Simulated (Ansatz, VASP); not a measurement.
One calculation of Si4Sn, two programs

```
Si Sn
1.0
     3.85678   -4.08626    0.00000
     3.85678    4.08626    0.00000
     0.00000    0.00000    3.28855
Si Sn
4 1
Direct
  0.84414 0.15586 0.50000
  0.18761 0.18761 0.00000
  0.81239 0.81239 0.00000
  0.15586 0.84414 0.50000
  0.50000 0.50000 0.50000
```

Change from the starting cell: species swapped into the FeCl4 type (Cmmm, No. 65).

Alike in both runs: functional PBE; k mesh 4 × 4 × 6; occupations gaussian, width 0.1 eV; no spin polarisation.

Ansatz relaxed the structure, and its values are those at the end. VASP's run is a single point on that final structure, the one shown.

|  | VASP | Ansatz |
| --- | --- | --- |
| version | VASP 6.6.1 | Ansatz 0.2.0 |
| potentials or method | VASP PAW PBE potentials, release 64 (Si, Sn_d), cutoff 520 eV | scalar-relativistic, plane waves, PAW |
| valence electrons in the cell | 30 | 30 |

```csv
,VASP,Ansatz,Ansatz less VASP
gap on the k mesh at the Fermi level (eV),none,none,-
pressure (GPa),-0.1,-0.1,+0.04
rms of the force components (eV/Å),0.014,0.010,-0.0040
```

A gap of «none» marks a metal or a gap that the smearing closes.
